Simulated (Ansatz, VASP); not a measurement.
One calculation of TaN, two programs

File INCAR:

```
SYSTEM = TaN
PREC = Accurate
ENCUT = 520
EDIFF = 1E-6
ISMEAR = 0
SIGMA = 0.15
LREAL = .FALSE.
LASPH = .TRUE.
NELM = 60
ALGO = Normal
ISIF = 2
LWAVE = .FALSE.
LCHARG = .FALSE.
GGA = PE
NBANDS = 15
```

File KPOINTS:

```
Automatic mesh
0
G
  18 18 18
  0 0 0
```

The input POSCAR:

```
TaN
1.0
    0.0000000000      2.1790000000      2.1790000000
    2.1790000000      0.0000000000      2.1790000000
    2.1790000000      2.1790000000      0.0000000000
Ta N
1 1
Direct
    0.5000000000      0.5000000000      0.5000000000
    0.0229463056      0.0229463056     -0.0229463056
```

Input for Ansatz:

```yaml
crystal:
  lattice:
    - [0.0, 2.179, 2.179]
    - [2.179, 0.0, 2.179]
    - [2.179, 2.179, 0.0]
  atoms:
    - { symbol: Ta, position: [0.5, 0.5, 0.5] }
    - { symbol: "N", position: [0.0229463056, 0.0229463056, -0.0229463056] }
basis:
  ecutwfc: 420
kpoints:
  mp_grid: { grid: [18, 18, 18] }
hamiltonian:
  xc: pbe
scf:
  occupations: { method: gaussian, width: 0.15 }
output:
  forces: true
  stress: true
  eigenvalues: true
```

Change from the starting cell: all N atoms moved -0.100 Å, as atom 2 towards its neighbour atom 1 (Ta) at 2.179 Å.

Alike in both runs: task single point; functional PBE; k mesh 18 × 18 × 18; occupations gaussian, width 0.15 eV; no spin polarisation.

|  | VASP | Ansatz |
| --- | --- | --- |
| version | VASP 6.6.1 | Ansatz 0.2.0 |
| potentials or method | VASP PAW PBE potentials, release 64 (Ta_pv, N), cutoff 520 eV | scalar-relativistic, plane waves, PAW |
| valence electrons in the cell | 16 | 18 |

```csv
,VASP,Ansatz,Ansatz less VASP
gap on the k mesh at the Fermi level (eV),none,none,-
pressure (GPa),17.4,16.4,-0.97
"traceless stress, the component that is largest in VASP (GPa)",3.68,3.63,-0.058
rms of the force components (eV/Å),0.568,0.565,-0.0026
```

Atom by atom the forces differ by 0.003 eV/Å (rms over components). A gap of «none» marks a metal or a gap that the smearing closes. VASP's potentials hold 16 valence electrons a cell and Ansatz's 18, so a difference there can come from the potentials and not from the codes.

Spin-orbit coupling is off throughout.
